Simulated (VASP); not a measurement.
# TaPb (Fm-3m) in VASP: notebook

Runs on TaPb. Level: PBE. Tasks: single point, relaxation of cell and atoms.

Program: VASP 6.6.1. These are calculated values, not measurements. Logs are shortened: lines on timing, memory, paths and dates and some standing lists are left out, and cuts for length are marked.

## 1. The cell of the first run

Symmetry: Fm-3m, No. 225, cubic system. Conventional cell: a = 5.769 Å, b = 5.769 Å, c = 5.769 Å, α = 90.00°, β = 90.00°, γ = 90.00°. Ta (site symmetry m-3m) has 6 Pb at 2.88 Å within 3.8 Å. Within 3.8 Å of Pb (site symmetry m-3m) lie 6 Ta at 2.88 Å.

## 2. Single point, PBE

File INCAR:

```
SYSTEM = TaPb
PREC = Accurate ; ENCUT = 520
EDIFF = 1E-7 ; ISMEAR = 0
SIGMA = 0.1 ; LREAL = .False.
LASPH = .True. ; NELM = 100
ALGO = Fast ; ISIF = 2
LWAVE = .False. ; LCHARG = .False.
GGA = PE ; NBANDS = 20
```

File KPOINTS:

```
regular mesh
0
Gamma
  6 6 6
  0 0 0
```

File POSCAR:

```
TaPb
1.0
    0.0000000000      2.8842549861      2.8842549861
    2.8842549861      0.0000000000      2.8842549861
    2.8842549861      2.8842549861      0.0000000000
Ta Pb
1 1
Direct
    0.5000000000      0.5000000000      0.5000000000
    0.0000000000      0.0000000000      0.0000000000
```

Potentials or basis: VASP PAW PBE potentials, release 64 (Ta_pv, Pb_d).

The run is started by

```console
$ cat potpaw_PBE.64/Ta_pv/POTCAR potpaw_PBE.64/Pb_d/POTCAR > POTCAR
$ mpirun -np 1 vasp_std > vasp.out
```

OUTCAR:

```text
SYSTEM = TaPb
   PREC = Accurate
   ENCUT = 520
   EDIFF = 1E-7
   ISMEAR = 0
   LREAL = .False.
   LASPH = .True.
   NELM = 100
   ISIF = 2
   GGA = PE

 ion  position               nearest neighbor table
   1  0.500  0.500  0.500-   2 2.88   2 2.88   2 2.88   2 2.88   2 2.88   2 2.88
   2  0.000  0.000  0.000-   1 2.88   1 2.88   1 2.88   1 2.88   1 2.88   1 2.88

  LATTYP: Found a face centered cubic cell.
 ALAT       =     5.7685099722

  Lattice vectors:

 A1 = (   0.0000000000,   2.8842549861,   2.8842549861)
 A2 = (   2.8842549861,   0.0000000000,   2.8842549861)
 A3 = (   2.8842549861,   2.8842549861,   0.0000000000)

Analysis of symmetry for initial positions (statically):
=====================================================================
 Subroutine PRICEL returns:
 Original cell was already a primitive cell.

 Routine SETGRP: Setting up the symmetry group for a
 face centered cubic supercell.

 Subroutine GETGRP returns: Found 48 space group operations
 (whereof 48 operations were pure point group operations)
 out of a pool of 48 trial point group operations.

The static configuration has the point symmetry O_h .

Analysis of symmetry for dynamics (positions and initial velocities):
=====================================================================
 Subroutine PRICEL returns:
 Original cell was already a primitive cell.

 Routine SETGRP: Setting up the symmetry group for a
 face centered cubic supercell.

 Subroutine GETGRP returns: Found 48 space group operations
 (whereof 48 operations were pure point group operations)
 out of a pool of 48 trial point group operations.

The dynamic configuration has the point symmetry O_h .

 Subroutine INISYM returns: Found 48 space group operations
 (whereof 48 operations are pure point group operations),
 and found     1 'primitive' translations

----------------------------------------------------------------------------------------

                                     Primitive cell

  volume of cell :      47.9878

  direct lattice vectors                    reciprocal lattice vectors
     0.000000000  2.884254986  2.884254986    -0.173354992  0.173354992  0.173354992
     2.884254986  0.000000000  2.884254986     0.173354992 -0.173354992  0.173354992
     2.884254986  2.884254986  0.000000000     0.173354992  0.173354992 -0.173354992

  length of vectors
     4.078952519  4.078952519  4.078952519     0.300259654  0.300259654  0.300259654

  position of ions in fractional coordinates (direct lattice)
     0.500000000  0.500000000  0.500000000
     0.000000000  0.000000000  0.000000000

  ion indices of the primitive-cell ions
   primitive index   ion index
                 1           1
                 2           2

----------------------------------------------------------------------------------------

 KPOINTS: regular mesh

Automatic generation of k-mesh.
 Grid dimensions read from file:
 generate k-points for:    6    6    6

 Generating k-lattice:

  Cartesian coordinates                     Fractional coordinates (reciprocal lattice)
    -0.028892499  0.028892499  0.028892499     0.166666667  0.000000000  0.000000000
     0.028892499 -0.028892499  0.028892499     0.000000000  0.166666667  0.000000000
     0.028892499  0.028892499 -0.028892499     0.000000000  0.000000000  0.166666667

  Length of vectors
     0.050043276  0.050043276  0.050043276

  Shift w.r.t. Gamma in fractional coordinates (k-lattice)
     0.000000000  0.000000000  0.000000000

 Subroutine IBZKPT returns following result:
 ===========================================

 Found     16 irreducible k-points:

 Following reciprocal coordinates:
            Coordinates               Weight
  0.000000  0.000000  0.000000      1.000000
  0.166667  0.000000  0.000000      8.000000
  0.333333  0.000000  0.000000      8.000000
  0.500000  0.000000  0.000000      4.000000
  0.166667  0.166667  0.000000      6.000000
  0.333333  0.166667  0.000000     24.000000
[... 8 lines left out ...]
 -0.333333  0.333333  0.166667     24.000000
 -0.333333  0.500000  0.166667     12.000000
   k-points           NKPTS =     16   k-points in BZ     NKDIM =     16   number of bands    NBANDS=     20
   number of dos      NEDOS =    301   number of ions     NIONS =      2
   total plane-waves  NPLWV =  27000
   dimension x,y,z NGX =    30 NGY =   30 NGZ =   30
   dimension x,y,z NGXF=    60 NGYF=   60 NGZF=   60
   ions per type =               1   1
   NGX,Y,Z   is equivalent  to a cutoff of  12.23, 12.23, 12.23 a.u.
   NGXF,Y,Z  is equivalent  to a cutoff of  24.45, 24.45, 24.45 a.u.
 SYSTEM =  TaPb
   PREC   = accura    normal or accurate (medium, high low for compatibility)
   ISTART =      0    job   : 0-new  1-cont  2-samecut
   ICHARG =      2    charge: 1-file 2-atom 10-const
   ISPIN  =      1    spin polarized calculation?
   LNONCOLLINEAR =      F non collinear calculations
   LSORBIT =      F    spin-orbit coupling
   LASPH  =      T    aspherical Exc in radial PAW
   ENCUT  =  520.0 eV  38.22 Ry    6.18 a.u.   7.58  7.58  7.58*2*pi/ulx,y,z
   NELM   =    100;   NELMIN=  2; NELMDL= -5     # of ELM steps
   EDIFF  = 0.1E-06   stopping-criterion for ELM
   LREAL  =      F    real-space projection
   EDIFFG = 0.1E-05   stopping-criterion for IOM
   NSW    =      0    number of steps for IOM
   IBRION =     -1    ionic relax: 0-MD 1-quasi-New 2-CG
   NFREE  =      0    steps in history (QN), initial steepest desc. (CG)
   ISIF   =      2    stress and relaxation
   ISYM   =      2    0-nonsym 1-usesym 2-fastsym
   POTIM  = 0.5000    time-step for ionic-motion
   TEBEG  =    0.0;   TEEND  =   0.0 temperature during run
   PSTRESS=    0.0 pullay stress
   NELECT =      25.0000    total number of electrons
   NUPDOWN=      -1.0000    fix difference up-down
   EMIN   =  10.00;   EMAX   =-10.00  energy-range for DOS
   EFERMI =   0.00;   METHOD = LEGACY
   ISMEAR =     0;   SIGMA  =   0.10  broadening in eV -4-tet -1-fermi 0-gaus
   EFERMI_NEDOS =   21; number of points for ismear=-14 and -15
   IALGO  =     68    algorithm
   IMIX   =      4    mixing-type and parameters
     AMIX     =   0.40;   BMIX     =  1.00
     AMIX_MAG =   1.60;   BMIX_MAG =  1.00
  volume/ion in A,a.u.               =      23.99       161.92
  Fermi-wavevector in a.u.,A,eV,Ry     =   1.317279  2.489297 23.609164  1.735225
  Thomas-Fermi vector in A             =   2.447332
   LORBIT       =      0    0 simple, 1 ext, 2 COOP (PROOUT), +10 PAW based schemes
   GGA     = PE    functional components
   LHFCALC =     F    Hartree Fock is set to
   AEXX    =    0.0000 exact exchange contribution
   IVDW    =     0    specifies the selected vdW correction
   LEPSILON=     F    determine dielectric tensor
   LRPA    =     F    only Hartree local field effects (RPA)
 non-spin polarized calculation
 RMM-DIIS sequential band-by-band and
 Gauss-broadening in eV      SIGMA  =   0.10
  energy-cutoff  :      520.00
  volume of cell :       47.99
 maximum number of plane-waves:      1308
   NGX = 15   NGY = 15   NGZ = 15

 number of electron      24.9999997 magnetization

 Free energy of the ion-electron system (eV)
  ---------------------------------------------------
  ext. energy  EPLUGINS =         0.00000000
  ---------------------------------------------------
  free energy    TOTEN  =       -13.08567130 eV

  energy without entropy =      -13.07834211  energy(sigma->0) =      -13.08200670

 E-fermi :   7.1189     XC(G=0): -11.1982

 val. band max:        7.0396583042   @ k =  -0.3333   0.3333   0.0000
 cond. band min:       7.1616868966   @ k =   0.5000   0.3333   0.1667
 fundamental gap:      0.1220285924
 Fermi energy:         7.1189481435

 k-point     1 :       0.0000    0.0000    0.0000
  band No.  band energies     occupation
      1     -28.4173      2.00000
      2     -28.4173      2.00000
      3     -28.4173      2.00000
      4      -9.8805      2.00000
      5      -9.8805      2.00000
      6      -9.7245      2.00000
[... 12 lines left out ...]
     19      13.6002      0.00000
     20      17.9049      0.00000

 k-point     2 :       0.1667    0.0000    0.0000
  band No.  band energies     occupation
      1     -28.4273      2.00000
      2     -28.4198      2.00000
      3     -28.4198      2.00000
      4      -9.8550      2.00000
      5      -9.8550      2.00000
      6      -9.7170      2.00000
[... 12 lines left out ...]
     19      14.6043      0.00000
     20      16.5141      0.00000

 k-point     3 :       0.3333    0.0000    0.0000
  band No.  band energies     occupation
      1     -28.4473      2.00000
      2     -28.4249      2.00000
      3     -28.4249      2.00000
      4      -9.8061      2.00000
      5      -9.8061      2.00000
      6      -9.7020      2.00000
[... 12 lines left out ...]
     19      15.4149      0.00000
     20      15.4150      0.00000

 k-point     4 :       0.5000    0.0000    0.0000
  band No.  band energies     occupation
      1     -28.4573      2.00000
      2     -28.4275      2.00000
      3     -28.4275      2.00000
      4      -9.7831      2.00000
      5      -9.7831      2.00000
      6      -9.6945      2.00000
[... 12 lines left out ...]
     19      15.1048      0.00000
     20      15.1048      0.00000

 k-point     5 :       0.1667    0.1667    0.0000
  band No.  band energies     occupation
      1     -28.4292      2.00000
      2     -28.4208      2.00000
      3     -28.4208      2.00000
      4      -9.8680      2.00000
      5      -9.8397      2.00000
      6      -9.7372      2.00000
[... 12 lines left out ...]
     19      14.6592      0.00000
     20      16.2026      0.00000

 k-point     6 :       0.3333    0.1667    0.0000
  band No.  band energies     occupation
      1     -28.4424      2.00000
      2     -28.4260      2.00000
      3     -28.4251      2.00000
      4      -9.8370      2.00000
      5      -9.8163      2.00000
      6      -9.7306      2.00000
[... 12 lines left out ...]
     19      15.1269      0.00000
     20      17.1379      0.00000

 k-point     7 :       0.5000    0.1667    0.0000
  band No.  band energies     occupation
      1     -28.4526      2.00000
      2     -28.4313      2.00000
      3     -28.4284      2.00000
      4      -9.8095      2.00000
      5      -9.7928      2.00000
      6      -9.6987      2.00000
[... 12 lines left out ...]
     19      16.0933      0.00000
     20      17.0038      0.00000

 k-point     8 :      -0.3333    0.1667    0.0000
  band No.  band energies     occupation
      1     -28.4503      2.00000
      2     -28.4308      2.00000
      3     -28.4274      2.00000
      4      -9.8262      2.00000
      5      -9.7772      2.00000
      6      -9.6894      2.00000
[... 12 lines left out ...]
     19      16.0237      0.00000
     20      16.3651      0.00000

 k-point     9 :      -0.1667    0.1667    0.0000
  band No.  band energies     occupation
      1     -28.4381      2.00000
      2     -28.4247      2.00000
      3     -28.4232      2.00000
      4      -9.8486      2.00000
      5      -9.8082      2.00000
      6      -9.7107      2.00000
[... 12 lines left out ...]
     19      14.8755      0.00000
     20      15.6070      0.00000

 k-point    10 :       0.3333    0.3333    0.0000
  band No.  band energies     occupation
      1     -28.4456      2.00000
      2     -28.4277      2.00000
      3     -28.4277      2.00000
      4      -9.8479      2.00000
      5      -9.8430      2.00000
      6      -9.7627      2.00000
[... 12 lines left out ...]
     19      16.2007      0.00000
     20      18.6741      0.00000

 k-point    11 :       0.5000    0.3333    0.0000
  band No.  band energies     occupation
      1     -28.4480      2.00000
      2     -28.4342      2.00000
      3     -28.4302      2.00000
      4      -9.8656      2.00000
      5      -9.8170      2.00000
      6      -9.7487      2.00000
[... 12 lines left out ...]
     19      16.5139      0.00000
     20      18.7092      0.00000

 k-point    12 :      -0.3333    0.3333    0.0000
  band No.  band energies     occupation
      1     -28.4449      2.00000
      2     -28.4411      2.00000
      3     -28.4300      2.00000
      4      -9.8549      2.00000
      5      -9.7825      2.00000
      6      -9.6997      2.00000
[... 12 lines left out ...]
     19      17.2391      0.00000
     20      17.4115      0.00000

 k-point    13 :       0.5000    0.5000    0.0000
  band No.  band energies     occupation
      1     -28.4502      2.00000
      2     -28.4311      2.00000
      3     -28.4311      2.00000
      4      -9.8945      2.00000
      5      -9.8306      2.00000
      6      -9.7755      2.00000
[... 12 lines left out ...]
     19      16.8650      0.00000
     20      18.9966      0.00000

 k-point    14 :       0.5000    0.3333    0.1667
  band No.  band energies     occupation
      1     -28.4470      2.00000
      2     -28.4322      2.00000
      3     -28.4293      2.00000
      4      -9.8461      2.00000
      5      -9.7969      2.00000
      6      -9.7214      2.00000
[... 12 lines left out ...]
     19      15.9648      0.00000
     20      16.1203      0.00000

 k-point    15 :      -0.3333    0.3333    0.1667
  band No.  band energies     occupation
      1     -28.4470      2.00000
      2     -28.4374      2.00000
      3     -28.4317      2.00000
      4      -9.8540      2.00000
      5      -9.7837      2.00000
      6      -9.6860      2.00000
[... 12 lines left out ...]
     19      16.0799      0.00000
     20      17.6105      0.00000

 k-point    16 :      -0.3333    0.5000    0.1667
  band No.  band energies     occupation
      1     -28.4455      2.00000
      2     -28.4359      2.00000
      3     -28.4347      2.00000
      4      -9.8803      2.00000
      5      -9.7982      2.00000
      6      -9.7300      2.00000
[... 12 lines left out ...]
     19      16.7753      0.00000
     20      18.0084      0.00000

------------------------ aborting loop because EDIFF is reached ----------------------------------------

  FORCE on cell =-STRESS in cart. coord.  units (eV):
  Direction    XX          YY          ZZ          XY          YZ          ZX
  --------------------------------------------------------------------------------------
  -------------------------------------------------------------------------------------
  Total       -0.0218367     -0.0218367     -0.0218367      0.0000000     -0.0000000      0.0000000
  in kB       -0.7290662     -0.7290662     -0.7290662      0.0000000     -0.0000000      0.0000000
  external PRESSURE =      -0.7290662 kB  Pullay stress =       0.0000000 kB

 VOLUME and BASIS-vectors are now :
 -----------------------------------------------------------------------------
  energy-cutoff  :      520.00
  volume of cell :       47.99
      direct lattice vectors                 reciprocal lattice vectors
     0.000000000  2.884254986  2.884254986    -0.173354992  0.173354992  0.173354992
     2.884254986  0.000000000  2.884254986     0.173354992 -0.173354992  0.173354992
     2.884254986  2.884254986  0.000000000     0.173354992  0.173354992 -0.173354992

 POSITION                                       TOTAL-FORCE (eV/Angst)
 -----------------------------------------------------------------------------------
      2.88425      2.88425      2.88425         0.000000      0.000000      0.000000
      0.00000      0.00000      0.00000        -0.000000     -0.000000     -0.000000
 -----------------------------------------------------------------------------------
    total drift:                               -0.000000      0.000000      0.000000

  FREE ENERGIE OF THE ION-ELECTRON SYSTEM (eV)
  ---------------------------------------------------
  free  energy   TOTEN  =       -13.0856712977 eV

  energy  without entropy=      -13.0783421067  energy(sigma->0) =      -13.08200670
```

Run time: 37 s. Hardware: 1 thread of AMD EPYC 7R43 (Zen 3), shared host; peak memory 0.13 GiB.

Results:

```yaml
Free_energy: -13.0857 eV
Pressure: -0.1 GPa
```

Levels at points of the mesh, in eV from the Fermi level:
| k point | band 8 | band 9 | band 10 | band 11 | band 12 | band 13 | band 14 | band 15 | band 16 | band 17 |
| --- | --- | --- | --- | --- | --- | --- | --- | --- | --- | --- |
| (0.00, 0.00, 0.00) | -16.84 | -11.42 | -0.58 | -0.58 | -0.58 | 0.23 | 0.23 | 2.73 | 2.73 | 2.73 |
| (0.50, 0.00, 0.00) | -16.77 | -8.82 | -5.80 | -2.59 | -2.59 | 0.54 | 0.54 | 0.75 | 4.19 | 6.78 |
| (0.50, 0.50, 0.00) | -16.73 | -9.24 | -3.62 | -1.81 | -0.25 | -0.25 | 0.84 | 1.10 | 1.13 | 1.13 |

Caveat: spin-orbit coupling is left out, which moves the levels of the heavy elements.

## 3. Single point, PBE

This run uses another cell than the first one, of 28.36 Å³/atom, 1.182 times its volume.

File INCAR:

```
PREC = Accurate ; ENCUT = 520
EDIFF = 1E-6 ; ISMEAR = 0
SIGMA = 0.1 ; LREAL = False
LASPH = True ; NELM = 80
ALGO = Normal ; ISIF = 2
LWAVE = False ; LCHARG = False
GGA = PE ; NBANDS = 20
```

File KPOINTS:

```
regular mesh
0
Gamma
  6 6 6
```

File POSCAR:

```
TaPb
1.0
    0.0000000000      3.0495213600      3.0495213600
    3.0495213600      0.0000000000      3.0495213600
    3.0495213600      3.0495213600      0.0000000000
Ta Pb
1 1
Direct
    0.5000000000      0.5000000000      0.5000000000
    0.0000000000      0.0000000000      0.0000000000
```

Potentials or basis: VASP PAW PBE potentials, release 64 (Ta_pv, Pb_d).

The run is started by

```console
$ cat potpaw_PBE.64/Ta_pv/POTCAR potpaw_PBE.64/Pb_d/POTCAR > POTCAR
$ mpirun -np 1 vasp_std > vasp.out
```

Wall time 20 s (1 thread of AMD EPYC 7R43 (Zen 3), shared host); peak memory 0.14 GiB.

The run converged. Its results:

```yaml
Free_energy: -12.7140 eV
Pressure: -11.6 GPa
```

Levels at points of the mesh, in eV from the Fermi level:
| k point | band 9 | band 10 | band 11 | band 12 | band 13 | band 14 | band 15 | band 16 |
| --- | --- | --- | --- | --- | --- | --- | --- | --- |
| (0.00, 0.00, 0.00) | -10.38 | -0.46 | -0.46 | -0.46 | 0.07 | 0.07 | 2.28 | 2.28 |
| (0.50, 0.00, 0.00) | -8.42 | -5.02 | -2.13 | -2.13 | 0.46 | 0.46 | 0.54 | 3.70 |
| (0.50, 0.50, 0.00) | -8.63 | -3.07 | -1.42 | -0.22 | -0.22 | 0.40 | 0.54 | 0.89 |

Caveat: spin-orbit coupling is left out, which moves the levels of the heavy elements.

## 4. Relaxation of cell and atoms, PBE

This run uses another cell than the first one, of 28.36 Å³/atom, 1.182 times its volume.

File INCAR:

```
PREC = Accurate
ENCUT = 600
EDIFF = 1E-6
ISMEAR = 0
SIGMA = 0.1
LREAL = False
LASPH = True
NELM = 100
ALGO = Normal
ISIF = 3
LWAVE = False
LCHARG = False
GGA = PE
IBRION = 2
NSW = 90
EDIFFG = -0.04
```

File KPOINTS:

```
Automatic mesh
0
Gamma
  6 6 6
```

POSCAR is that of step 3.

The run is started by

```console
$ cat potpaw_PBE.64/Ta_pv/POTCAR potpaw_PBE.64/Pb_d/POTCAR > POTCAR
$ mpirun -np 1 vasp_std > vasp.out
```

Run time: 91 s. Hardware: 1 thread of AMD EPYC 7R43 (Zen 3), shared host; peak memory 0.17 GiB.

It converged, with:

* Free energy: -13.0864 eV
* Relaxed volume: 24.01 Å³/atom
* Relaxed cell: a = 4.080 Å, b = 4.080 Å, c = 4.080 Å, α = 60.00°, β = 60.00°, γ = 60.00°
* Space group after relaxing (to 0.05 Å): Fm-3m (No. 225)
* Energy gained by relaxing: 186.1 meV/atom
* Ionic steps: 4
* Pressure after relaxing: -0.1 GPa

The path:
| step | energy change (eV) | largest force (eV/Å) | pressure (GPa) | volume (Å³) |
| --- | --- | --- | --- | --- |
| 1 | 0.0000 | 0.0000 | -11.56 | 56.72 |
| 2 | -0.0013 | 0.0000 | 21.13 | 41.53 |
| 3 | -0.3720 | 0.0000 | -0.44 | 48.18 |
| 4 | -0.3723 | 0.0000 | -0.07 | 48.02 |

Final structure:
```cif
data_structure
_symmetry_space_group_name_H-M 'P 1'
_symmetry_Int_Tables_number 1
_cell_length_a 4.0797
_cell_length_b 4.0797
_cell_length_c 4.0797
_cell_angle_alpha 60.000
_cell_angle_beta 60.000
_cell_angle_gamma 60.000
_cell_volume 48.02
loop_
_atom_site_label
_atom_site_type_symbol
_atom_site_fract_x
_atom_site_fract_y
_atom_site_fract_z
_atom_site_occupancy
Ta1 Ta 0.50000 0.50000 0.50000 1
Pb1 Pb 0.00000 0.00000 0.00000 1
```

Levels at points of the mesh, in eV from the Fermi level:
```
           k point  band 8  band 9  band 10  band 11  band 12  band 13  band 14  band 15  band 16
(0.00, 0.00, 0.00)  -16.84  -11.41    -0.58    -0.58    -0.58     0.23     0.23     2.73     2.73
(0.50, 0.00, 0.00)  -16.77   -8.82    -5.80    -2.59    -2.59     0.54     0.54     0.75     4.19
(0.50, 0.50, 0.00)  -16.73   -9.24    -3.62    -1.81    -0.25    -0.25     0.84     1.13     1.13
```

Caveat: the volume moved by over 15 % at a fixed basis, so the end points are rough; spin-orbit coupling is left out, which moves the levels of the heavy elements.

[end of part 1 of 2]
